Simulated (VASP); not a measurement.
# Bi2TeSe2: single point with PBEsol

Bi2TeSe2:

```
Bi Te Se
1.0
     2.02876    1.17130    9.42096
    -2.02876    1.17130    9.42096
     0.00000   -2.34261    9.42096
Bi Te Se
2 1 2
Direct
  0.39806 0.39806 0.39806
  0.60194 0.60194 0.60194
  0.00000 0.00000 0.00000
  0.21160 0.21160 0.21160
  0.78840 0.78840 0.78840
```

This cell differs from its parent crystal: strain -0.030 along x and y, -0.030 along z.

```yaml
Program: VASP 6.6.1
Task: single point
Functional: PBEsol
Potentials_or_basis: VASP PAW PBE potentials, release 64 (Bi_d, Te, Se)
Cutoff: 520 eV
k_mesh: 12 × 12 × 12
Occupations: gaussian, width 0.05 eV
Spin: no spin polarisation
```

```json
{
 "Pressure": "9.4 GPa",
 "Largest force": "1.993 eV/Å",
 "Band gap on the k mesh": "0.36 eV"
}
```

Forces in eV/Å, atoms in the order of the input:
```
Bi   0.000  0.000  1.993
Bi   0.000  0.000 -1.993
Te   0.000  0.000  0.000
Se   0.000  0.000 -0.105
Se   0.000  0.000  0.105
```

Stress tensor (GPa, compression positive):
```
9.20 0.00 0.00
0.00 9.20 0.00
0.00 0.00 9.85
```

Levels at points of the mesh, in eV from the valence-band top:
| k point | band 20 | band 21 | band 22 | band 23 | band 24 | band 25 | band 26 | band 27 | band 28 | band 29 |
| --- | --- | --- | --- | --- | --- | --- | --- | --- | --- | --- |
| (0.00, 0.00, 0.00) | -1.87 | -1.87 | -1.19 | -1.19 | 0.00 | 0.36 | 0.84 | 0.84 | 2.17 | 2.73 |
| (0.50, 0.00, 0.00) | -3.31 | -3.13 | -2.51 | -1.24 | -0.58 | 0.74 | 1.36 | 2.84 | 2.96 | 3.49 |
| (0.50, 0.50, 0.00) | -2.70 | -2.14 | -2.04 | -1.84 | -1.06 | 1.17 | 1.78 | 2.09 | 2.68 | 3.46 |
| (0.50, 0.50, 0.50) | -1.63 | -1.48 | -1.48 | -1.36 | -0.45 | 0.82 | 1.16 | 1.16 | 1.95 | 2.39 |

Run time: 10 min on 1 × NVIDIA H100 80GB with 1 thread of AMD EPYC 7R13 Processor (Zen 3) (shared host), peak memory 2.1 GiB.

Caveat: the cell differs from its parent crystal (strain -0.030 along x and y, -0.030 along z); the cell stands under pressure; the PAW data sets were made with another functional, which shifts forces and pressure a little; spin-orbit coupling is left out, which moves the levels of the heavy elements. A k mesh can miss the band edges.
